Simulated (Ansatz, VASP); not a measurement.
## TaN in VASP and in Ansatz

Contents of INCAR:

```
SYSTEM = TaN
PREC     = Accurate       ! precision mode
ENCUT    = 520            ! plane-wave cutoff, eV
EDIFF    = 1E-6           ! SCF threshold, eV
ISMEAR   = -1             ! smearing method
SIGMA    = 0.01           ! smearing width, eV
LREAL    = .False.        ! projectors in reciprocal space
LASPH    = .True.         ! aspherical terms in the spheres
NELM     = 150            ! most SCF steps
ALGO     = Normal         ! electronic algorithm
ISIF     = 2              ! what is computed and relaxed
LWAVE    = .False.        ! write WAVECAR
LCHARG   = .False.        ! write CHGCAR
LMAXMIX  = 4              ! l up to which the mixer works
LDAU     = .True.         ! DFT+U
LDAUTYPE = 2            
LDAUL    = 2 -1           ! shell
LDAUU    = 8 0            ! U, eV
LDAUJ    = 0 0          
LDAUPRINT= 1            
GGA      = PS             ! functional
IVDW     = 12             ! dispersion correction
NBANDS   = 15             ! bands
```

Contents of KPOINTS:

```
Automatic mesh
0
Gamma
  10 10 10
  0 0 0
```

The input POSCAR:

```
TaN
1.0
    0.0000000000      2.2259679500      2.2259679500
    2.2259679500      0.0000000000      2.2259679500
    2.2259679500      2.2259679500      0.0000000000
Ta N
1 1
Direct
    0.5000000000      0.5000000000      0.5000000000
    0.0000000000      0.0000000000      0.0000000000
```

The input input.yaml:

```yaml
crystal:
  lattice:
    - [0.0, 2.22596795, 2.22596795]
    - [2.22596795, 0.0, 2.22596795]
    - [2.22596795, 2.22596795, 0.0]
  atoms:
    - { symbol: Ta, position: [0.5, 0.5, 0.5] }
    - { symbol: "N", position: [0.0, 0.0, 0.0] }
kpoints:
  mp_grid: { grid: [10, 10, 10] }
scf:
  occupations: { method: fermi_dirac, width: 0.01 }
hamiltonian:
  xc: pbesol
  dispersion: d3bj
  pseudopotentials: { kind: all_electron, lapw: { basis_error: 0.001 } }
  hubbard:
    sites: [{ species: Ta, l: d, u_eff: 8 }]
    double_counting: fll
    projectors: ortho-atomic
output:
  forces: true
  stress: true
  eigenvalues: true
  hubbard: {}
```

Change from the starting cell: volume scaled by 1.02.

Alike in both runs: task single point; functional PBEsol; dispersion D3(BJ); k mesh 10 × 10 × 10; occupations fermi-dirac, width 0.01 eV; no spin polarisation; Hubbard terms Ta d U = 8.0 eV.

|  | VASP | Ansatz |
| --- | --- | --- |
| version | VASP 6.6.1 | Ansatz 0.2.0 |
| potentials or method | VASP PAW PBE potentials, release 64 (Ta_pv, N), cutoff 520 eV | all-electron LAPW, scalar-relativistic |

VASP gave:

```
gap on the k mesh at the Fermi level (eV) : none
pressure (GPa)                            : 1.2
```

Problem. Which values does Ansatz return?

Solution. gap on the k mesh at the Fermi level (eV): none; pressure (GPa): -14.9.

VASP's potentials were made for PBE, not for PBEsol. The programs project onto different local orbitals, so the same U acts differently, and such runs can settle in different states. A gap of «none» marks a metal or a gap that the smearing closes. Ansatz ran all-electron here, and VASP with PAW potentials.

Spin-orbit coupling is off throughout. Noted on Ansatz's run: U is the effective U less J, on atomic orbitals that reach past the spheres.
